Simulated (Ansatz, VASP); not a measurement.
## One calculation of CuO, two programs

```
Cu O
1.0
     1.40510    0.81124    5.26141
    -1.40510    0.81124    5.26141
     0.00000   -1.62247    5.26141
Cu O
2 2
Direct
  0.00000 0.00000 0.00000
  0.50000 0.50000 0.50000
  0.10616 0.10616 0.10616
  0.89384 0.89384 0.89384
```

Alike in both runs: task single point; functional PBE; k mesh 18 × 18 × 18; occupations gaussian, width 0.1 eV; no spin polarisation.

|  | VASP | Ansatz |
| --- | --- | --- |
| version | VASP 6.6.1 | Ansatz 0.2.0 |
| potentials or method | VASP PAW PBE potentials, release 64 (Cu, O), cutoff 520 eV | scalar-relativistic, plane waves, PAW |
| valence electrons in the cell | 34 | 50 |

|  | VASP | Ansatz | Ansatz less VASP |
| --- | --- | --- | --- |
| gap on the k mesh at the Fermi level (eV) | none | none | - |
| rms of the force components (eV/Å) | 0.295 | 0.287 | -0.0081 |

Atom by atom the forces differ by 0.008 eV/Å (rms over components). A gap of «none» marks a metal or a gap that the smearing closes. VASP's potentials hold 34 valence electrons a cell and Ansatz's 50, so a difference there can come from the potentials and not from the codes.
